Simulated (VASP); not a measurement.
# AgI (F-43m) in VASP: a series of runs

The runs below take AgI through single point, with r2SCAN, HSE06, PBE-based screened hybrid with 40 % exact exchange, PBE-based global hybrid with 30 % exact exchange, PBE-based screened hybrid with 5 % exact exchange.

Program: VASP 6.6.1. These are calculated values, not measurements. Logs are shortened: lines on timing, memory, paths and dates and some standing lists are left out, and cuts for length are marked.

### 1 The cell of the first run

It takes space group F-43m (No. 216, cubic). The conventional cell has a = 6.577 Å, b = 6.577 Å, c = 6.577 Å, α = 90.00°, β = 90.00°, γ = 90.00°. Within 3.8 Å of Ag (site symmetry -43m) lie 4 I at 2.85 Å. I (site symmetry -43m) has 4 Ag at 2.85 Å within 3.8 Å.

### 2 Single point, r2SCAN

The input, POSCAR:

```
AgI
1.0
    0.0000000000      3.2885749246      3.2885749246
    3.2885749246      0.0000000000      3.2885749246
    3.2885749246      3.2885749246      0.0000000000
Ag I
1 1
Direct
    0.0000000000      0.0000000000      0.0000000000
    0.2500000000      0.2500000000      0.2500000000
```

The input, INCAR.step1:

```
SYSTEM = AgI
ALGO = Normal
EDIFF = 1E-5
ENCUT = 550
GGA = PE
GGA_COMPAT = .FALSE.
ISMEAR = 0
LASPH = .TRUE.
LCHARG = .FALSE.
LREAL = .FALSE.
LWAVE = .TRUE.
NBANDS = 16
NELM = 120
PREC = Accurate
SIGMA = 0.01
```

The input, INCAR.step2:

```
SYSTEM = AgI
ALGO = Normal
EDIFF = 1E-6
ENCUT = 550
GGA_COMPAT = .FALSE.
ISIF = 2
ISMEAR = 0
ISTART = 1
LASPH = .TRUE.
LCHARG = .TRUE.
LELF = .TRUE.
LMIXTAU = .TRUE.
LREAL = .FALSE.
LVHAR = .TRUE.
LWAVE = .FALSE.
METAGGA = R2SCAN
NBANDS = 16
NELM = 120
PREC = Accurate
SIGMA = 0.01
```

The input, KPOINTS:

```
k-points
0
G
  4 4 4
  0 0 0
```

Potentials or basis: VASP PAW PBE potentials, release 64 (Ag, I).

Launch:

```bash
cat potpaw_PBE.64/Ag/POTCAR potpaw_PBE.64/I/POTCAR > POTCAR
cp INCAR.step1 INCAR
mpirun -np 1 vasp_std > vasp.out
cp INCAR.step2 INCAR
mpirun -np 1 vasp_std > vasp.out
```

OUTCAR:

```text
SYSTEM = AgI
   EDIFF = 1E-6
   ENCUT = 550
   ISIF = 2
   ISMEAR = 0
   ISTART = 1
   LASPH = .TRUE.
   LREAL = .FALSE.
   METAGGA = R2SCAN
   NELM = 120
   PREC = Accurate

 ion  position               nearest neighbor table
   1  0.000  0.000  0.000-   2 2.85   2 2.85   2 2.85   2 2.85
   2  0.250  0.250  0.250-   1 2.85   1 2.85   1 2.85   1 2.85

  LATTYP: Found a face centered cubic cell.
 ALAT       =     6.5771498492

  Lattice vectors:

 A1 = (   0.0000000000,   3.2885749246,   3.2885749246)
 A2 = (   3.2885749246,   0.0000000000,   3.2885749246)
 A3 = (   3.2885749246,   3.2885749246,   0.0000000000)

Analysis of symmetry for initial positions (statically):
=====================================================================
 Subroutine PRICEL returns:
 Original cell was already a primitive cell.

 Routine SETGRP: Setting up the symmetry group for a
 face centered cubic supercell.

 Subroutine GETGRP returns: Found 24 space group operations
 (whereof 24 operations were pure point group operations)
 out of a pool of 48 trial point group operations.

The static configuration has the point symmetry T_d .

Analysis of symmetry for dynamics (positions and initial velocities):
=====================================================================
 Subroutine PRICEL returns:
 Original cell was already a primitive cell.

 Routine SETGRP: Setting up the symmetry group for a
 face centered cubic supercell.

 Subroutine GETGRP returns: Found 24 space group operations
 (whereof 24 operations were pure point group operations)
 out of a pool of 48 trial point group operations.

The dynamic configuration has the point symmetry T_d .

 Subroutine INISYM returns: Found 24 space group operations
 (whereof 24 operations are pure point group operations),
 and found     1 'primitive' translations

----------------------------------------------------------------------------------------

                                     Primitive cell

  volume of cell :      71.1301

  direct lattice vectors                    reciprocal lattice vectors
     0.000000000  3.288574925  3.288574925    -0.152041541  0.152041541  0.152041541
     3.288574925  0.000000000  3.288574925     0.152041541 -0.152041541  0.152041541
     3.288574925  3.288574925  0.000000000     0.152041541  0.152041541 -0.152041541

  length of vectors
     4.650747259  4.650747259  4.650747259     0.263343674  0.263343674  0.263343674

[... 62 lines left out ...]
   NELM   =    120;   NELMIN=  2; NELMDL=  0     # of ELM steps
   EDIFF  = 0.1E-05   stopping-criterion for ELM
   LREAL  =      F    real-space projection
   EDIFFG = 0.1E-04   stopping-criterion for IOM
   NSW    =      0    number of steps for IOM
   IBRION =     -1    ionic relax: 0-MD 1-quasi-New 2-CG
   NFREE  =      0    steps in history (QN), initial steepest desc. (CG)
   ISIF   =      2    stress and relaxation
   ISYM   =      2    0-nonsym 1-usesym 2-fastsym
   POTIM  = 0.5000    time-step for ionic-motion
   TEBEG  =    0.0;   TEEND  =   0.0 temperature during run
   PSTRESS=    0.0 pullay stress
   NELECT =      18.0000    total number of electrons
   NUPDOWN=      -1.0000    fix difference up-down
   EMIN   =  10.00;   EMAX   =-10.00  energy-range for DOS
   EFERMI =   0.00;   METHOD = LEGACY
   ISMEAR =     0;   SIGMA  =   0.01  broadening in eV -4-tet -1-fermi 0-gaus
   EFERMI_NEDOS =   21; number of points for ismear=-14 and -15
   IALGO  =     38    algorithm
   IMIX   =      4    mixing-type and parameters
     AMIX     =   0.40;   BMIX     =  1.00
     AMIX_MAG =   1.60;   BMIX_MAG =  1.00
  volume/ion in A,a.u.               =      35.57       240.00
  Fermi-wavevector in a.u.,A,eV,Ry     =   1.035495  1.956801 14.588840  1.072250
  Thomas-Fermi vector in A             =   2.169841
   LORBIT       =      0    0 simple, 1 ext, 2 COOP (PROOUT), +10 PAW based schemes
   METAGGA = R2SCAN    functional components
   LHFCALC =     F    Hartree Fock is set to
   AEXX    =    0.0000 exact exchange contribution
   IVDW    =     0    specifies the selected vdW correction
   LEPSILON=     F    determine dielectric tensor
   LRPA    =     F    only Hartree local field effects (RPA)
 non-spin polarized calculation
 Gauss-broadening in eV      SIGMA  =   0.01
  energy-cutoff  :      550.00
  volume of cell :       71.13
 maximum number of plane-waves:      2120
   NGX = 17   NGY = 17   NGZ = 17

 number of electron      18.0000002 magnetization

 Free energy of the ion-electron system (eV)
  ---------------------------------------------------
  ext. energy  EPLUGINS =         0.00000000
  ---------------------------------------------------
  free energy    TOTEN  =       -46.51208391 eV

  energy without entropy =      -46.51208391  energy(sigma->0) =      -46.51208391

 E-fermi :   2.5267     XC(G=0):  -8.7569

 val. band max:        2.4628262937   @ k =   0.0000   0.0000   0.0000
 cond. band min:       4.2507290918   @ k =   0.0000   0.0000   0.0000
 fundamental gap:      1.7879027981
 Fermi energy:         2.5266711041

 k-point     1 :       0.0000    0.0000    0.0000
  band No.  band energies     occupation
      1     -10.5281      2.00000
      2      -1.6430      2.00000
      3      -1.6430      2.00000
      4      -1.6430      2.00000
      5      -0.4778      2.00000
      6      -0.4778      2.00000
[... 129 lines left out ...]
      3      -1.3211      2.00000
      4      -1.1457      2.00000
      5      -0.5400      2.00000
      6      -0.2497      2.00000
[... 8 lines left out ...]
     15      14.5687      0.00000
     16      14.5971      0.00000

------------------------ aborting loop because EDIFF is reached ----------------------------------------

  FORCE on cell =-STRESS in cart. coord.  units (eV):
  Direction    XX          YY          ZZ          XY          YZ          ZX
  --------------------------------------------------------------------------------------
  -------------------------------------------------------------------------------------
  Total       -0.0009020     -0.0009020     -0.0009020     -0.0000000      0.0000000     -0.0000000
  in kB       -0.0203177     -0.0203177     -0.0203177     -0.0000000      0.0000000     -0.0000000
  external PRESSURE =      -0.0203177 kB  Pullay stress =       0.0000000 kB

 VOLUME and BASIS-vectors are now :
 -----------------------------------------------------------------------------
  energy-cutoff  :      550.00
  volume of cell :       71.13
      direct lattice vectors                 reciprocal lattice vectors
     0.000000000  3.288574925  3.288574925    -0.152041541  0.152041541  0.152041541
     3.288574925  0.000000000  3.288574925     0.152041541 -0.152041541  0.152041541
     3.288574925  3.288574925  0.000000000     0.152041541  0.152041541 -0.152041541

 POSITION                                       TOTAL-FORCE (eV/Angst)
 -----------------------------------------------------------------------------------
      0.00000      0.00000      0.00000         0.000000      0.000000      0.000000
      1.64429      1.64429      1.64429        -0.000000     -0.000000     -0.000000
 -----------------------------------------------------------------------------------
    total drift:                               -0.000000     -0.000000     -0.000000

  FREE ENERGIE OF THE ION-ELECTRON SYSTEM (eV)
  ---------------------------------------------------
  free  energy   TOTEN  =       -46.5120839053 eV

  energy  without entropy=      -46.5120839053  energy(sigma->0) =      -46.51208391
```

OUTCAR.step1:

```text
SYSTEM = AgI
   EDIFF = 1E-5
   ENCUT = 550
   GGA = PE
   ISMEAR = 0
   LASPH = .TRUE.
   LREAL = .FALSE.
[... 353 lines left out ...]
      0.00000      0.00000      0.00000         0.000000      0.000000     -0.000000
      1.64429      1.64429      1.64429        -0.000000     -0.000000      0.000000
 -----------------------------------------------------------------------------------
    total drift:                               -0.000000     -0.000000     -0.000000

  FREE ENERGIE OF THE ION-ELECTRON SYSTEM (eV)
  ---------------------------------------------------
  free  energy   TOTEN  =        -4.7722235697 eV

  energy  without entropy=       -4.7722235697  energy(sigma->0) =       -4.77222357
```

OSZICAR.step1:

```text
N       E                     dE             d eps       ncg     rms          rms(c)
DAV:   1     0.941472938670E+02    0.94147E+02   -0.77852E+03   256   0.982E+02
DAV:   2    -0.144796945521E+01   -0.95595E+02   -0.87353E+02   320   0.195E+02
DAV:   3    -0.480451084960E+01   -0.33565E+01   -0.33513E+01   320   0.381E+01
DAV:   4    -0.485687340231E+01   -0.52363E-01   -0.52361E-01   392   0.444E+00
DAV:   5    -0.485700722398E+01   -0.13382E-03   -0.13382E-03   344   0.217E-01    0.469E+00
DAV:   6    -0.477220999435E+01    0.84797E-01   -0.23019E-01   272   0.666E+00    0.359E+00
DAV:   7    -0.477148100651E+01    0.72899E-03   -0.44384E-02   272   0.122E+00    0.157E+00
DAV:   8    -0.477190404710E+01   -0.42304E-03   -0.27769E-03   320   0.462E-01    0.265E-01
DAV:   9    -0.477213796826E+01   -0.23392E-03   -0.43360E-04   288   0.238E-01    0.593E-02
DAV:  10    -0.477218248559E+01   -0.44517E-04   -0.29391E-05   328   0.563E-02    0.219E-02
DAV:  11    -0.477222418494E+01   -0.41699E-04   -0.56341E-05   296   0.521E-02    0.160E-02
DAV:  12    -0.477222356970E+01    0.61523E-06   -0.24665E-06   248   0.154E-02
   1 F= -.47722236E+01 E0= -.47722236E+01  d E =-.233989E-28
```

It took 51 s on 1 thread of AMD EPYC 7R13 (Zen 3), shared host; peak memory 0.19 GiB.

Results:

- Free energy: -46.5121 eV
- Pressure: 0.0 GPa
- Band gap on the k mesh: 1.79 eV

Caveat: the structure was generated, so it needn't be the stable form of AgI; the PAW data sets were made with another functional, which shifts forces and pressure a little; spin-orbit coupling is left out, which moves the levels of the heavy elements.

### 3 Single point, HSE06

POSCAR is that of step 2.

The input, INCAR.step1:

```
PREC     = Accurate       # precision mode
ENCUT    = 400            # plane-wave cutoff, eV
EDIFF    = 1E-5           # SCF threshold, eV
ISMEAR   = 0              # smearing method
SIGMA    = 0.01           # smearing width, eV
LREAL    = False          # projectors in reciprocal space
LASPH    = True           # aspherical terms in the spheres
NELM     = 120            # most SCF steps
ALGO     = Normal         # electronic algorithm
ISIF     = 2              # what is computed and relaxed
LWAVE    = True           # write WAVECAR
LCHARG   = False          # write CHGCAR
GGA      = PE             # functional
NBANDS   = 16             # bands
GGA_COMPAT= False
```

The input, INCAR.step2:

```
PREC     = Accurate       # precision mode
ENCUT    = 400            # plane-wave cutoff, eV
EDIFF    = 1E-6           # SCF threshold, eV
ISMEAR   = 0              # smearing method
SIGMA    = 0.01           # smearing width, eV
LREAL    = False          # projectors in reciprocal space
LASPH    = True           # aspherical terms in the spheres
NELM     = 120            # most SCF steps
ALGO     = Normal         # electronic algorithm
ISIF     = 2              # what is computed and relaxed
LWAVE    = False          # write WAVECAR
LCHARG   = False          # write CHGCAR
GGA      = PE             # functional
LHFCALC  = True           # exact exchange
HFSCREEN = 0.2079         # screening, 1/A
PRECFOCK = Normal       
ISTART   = 1            
NBANDS   = 16             # bands
GGA_COMPAT= False
```

The input, KPOINTS:

```
Automatic mesh
0
Gamma
  4 4 4
```

Potentials or basis: VASP PAW PBE potentials, release 64 (Ag, I).

Launch:

```bash
cat potpaw_PBE.64/Ag/POTCAR potpaw_PBE.64/I/POTCAR > POTCAR
cp INCAR.step1 INCAR
mpirun -np 1 vasp_std > vasp.out
cp INCAR.step2 INCAR
mpirun -np 1 vasp_std > vasp.out
```

OUTCAR:

```text
PREC = Accurate
   ENCUT = 400
   EDIFF = 1E-6
   ISMEAR = 0
   LREAL = False
   LASPH = True
   NELM = 120
   ISIF = 2
   GGA = PE
   LHFCALC = True
   HFSCREEN = 0.2079
   PRECFOCK = Normal
   ISTART = 1

 ion  position               nearest neighbor table
   1  0.000  0.000  0.000-   2 2.85   2 2.85   2 2.85   2 2.85
   2  0.250  0.250  0.250-   1 2.85   1 2.85   1 2.85   1 2.85

  LATTYP: Found a face centered cubic cell.
 ALAT       =     6.5771498492

  Lattice vectors:
[... 328 lines left out ...]

------------------------ aborting loop because EDIFF is reached ----------------------------------------

  FORCE on cell =-STRESS in cart. coord.  units (eV):
  Direction    XX          YY          ZZ          XY          YZ          ZX
  --------------------------------------------------------------------------------------
  -------------------------------------------------------------------------------------
  Total        0.1764796      0.1764796      0.1764796     -0.0000000      0.0000000      0.0000000
  in kB        3.9751339      3.9751339      3.9751339     -0.0000000      0.0000000      0.0000000
  external PRESSURE =       3.9751339 kB  Pullay stress =       0.0000000 kB

 VOLUME and BASIS-vectors are now :
 -----------------------------------------------------------------------------
  energy-cutoff  :      400.00
  volume of cell :       71.13
      direct lattice vectors                 reciprocal lattice vectors
     0.000000000  3.288574925  3.288574925    -0.152041541  0.152041541  0.152041541
     3.288574925  0.000000000  3.288574925     0.152041541 -0.152041541  0.152041541
     3.288574925  3.288574925  0.000000000     0.152041541  0.152041541 -0.152041541

 POSITION                                       TOTAL-FORCE (eV/Angst)
 -----------------------------------------------------------------------------------
      0.00000      0.00000      0.00000         0.000000      0.000000      0.000000
      1.64429      1.64429      1.64429        -0.000000     -0.000000     -0.000000
 -----------------------------------------------------------------------------------
    total drift:                               -0.000094     -0.000033     -0.000015

  FREE ENERGIE OF THE ION-ELECTRON SYSTEM (eV)
  ---------------------------------------------------
  free  energy   TOTEN  =        -5.7231481326 eV

  energy  without entropy=       -5.7231481326  energy(sigma->0) =       -5.72314813
```

OUTCAR.step1:

```text
PREC = Accurate
   ENCUT = 400
   EDIFF = 1E-5
   ISMEAR = 0
   LREAL = False
[... 355 lines left out ...]
      0.00000      0.00000      0.00000         0.000000      0.000000      0.000000
      1.64429      1.64429      1.64429        -0.000000     -0.000000     -0.000000
 -----------------------------------------------------------------------------------
    total drift:                                0.000000      0.000000      0.000000

  FREE ENERGIE OF THE ION-ELECTRON SYSTEM (eV)
  ---------------------------------------------------
  free  energy   TOTEN  =        -4.7719934766 eV

  energy  without entropy=       -4.7719934766  energy(sigma->0) =       -4.77199348
```

It took 5.6 min on 1 thread of AMD EPYC 7R13 (Zen 3), shared host; peak memory 0.26 GiB.

What came out:

```yaml
Free_energy: -5.7231 eV
Pressure: 0.4 GPa
Band_gap_on_the_k_mesh: 2.48 eV
```

Caveat: the structure was generated, so it needn't be the stable form of AgI; the PAW data sets were made with another functional, which shifts forces and pressure a little; spin-orbit coupling is left out, which moves the levels of the heavy elements.

[end of part 1 of 2]
